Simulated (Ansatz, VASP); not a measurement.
**SnO2: VASP beside Ansatz**

```
Sn O
1.0
     5.60985    0.00000    0.00000
     0.00000    2.80493    0.00000
     0.00000    0.00000   38.17273
Sn O
4 8
Direct
  0.00000 0.00000 0.20617
  0.50000 0.00000 0.20617
  0.00000 0.00000 0.34396
  0.50000 0.00000 0.34396
  0.25000 0.50000 0.23748
  0.75000 0.50000 0.23748
  0.25000 0.50000 0.17504
  0.75000 0.50000 0.17504
  0.25000 0.50000 0.37509
  0.75000 0.50000 0.37509
  0.25000 0.50000 0.31265
  0.75000 0.50000 0.31265
```

Alike in both runs: task single point; functional PBE; dispersion D3(BJ); k mesh 4 × 8 × 1; occupations gaussian, width 0.2 eV; no spin polarisation.

|  | VASP | Ansatz |
| --- | --- | --- |
| version | VASP 6.6.1 | Ansatz 0.2.0 |
| potentials or method | VASP PAW PBE potentials, release 64 (Sn_d, O), cutoff 520 eV | scalar-relativistic, plane waves, PAW |
| valence electrons in the cell | 104 | 104 |

```tsv
	VASP	Ansatz	Ansatz less VASP
gap on the k mesh at the Fermi level (eV)	none	none	-
rms of the force components (eV/Å)	0.006	0.010	+0.0042
```

Atom by atom the forces differ by 0.015 eV/Å (rms over components). A gap of «none» marks a metal or a gap that the smearing closes.
